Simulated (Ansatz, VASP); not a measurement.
One calculation of Ti, two programs

```
Ti
1.0
     2.86428    0.00000    0.00000
    -1.43214    2.48054    0.00000
     0.00000    0.00000   25.07560
Ti
5
Direct
  0.00000 0.00000 0.32318
  0.33333 0.66667 0.40772
  0.00000 0.00000 0.50000
  0.33333 0.66667 0.59228
  0.00000 0.00000 0.67682
```

Alike in both runs: functional LDA; k mesh 16 × 16 × 1; occupations fermi-dirac, width 0.1 eV; no spin polarisation.

Ansatz relaxed the structure, and its values are those at the end. VASP's run is a single point on that final structure, the one shown.

|  | VASP | Ansatz |
| --- | --- | --- |
| version | VASP 6.6.1 | Ansatz 0.2.0 |
| potentials or method | VASP PAW LDA potentials, release 64 (Ti_sv) | PAW with Ansatz's default frozen-core files, scalar-relativistic |
| plane-wave cutoff (eV) | 520 | 420 |
| valence electrons in the cell | 60 | 60 |

```csv
,VASP,Ansatz,Ansatz less VASP
rms of the force components (eV/Å),0.004,0.003,-0.0008
```

LDA's correlation is that of Perdew and Zunger in VASP and of Perdew and Wang (1992) in Ansatz. Ansatz's warnings: stress scf threshold loose.
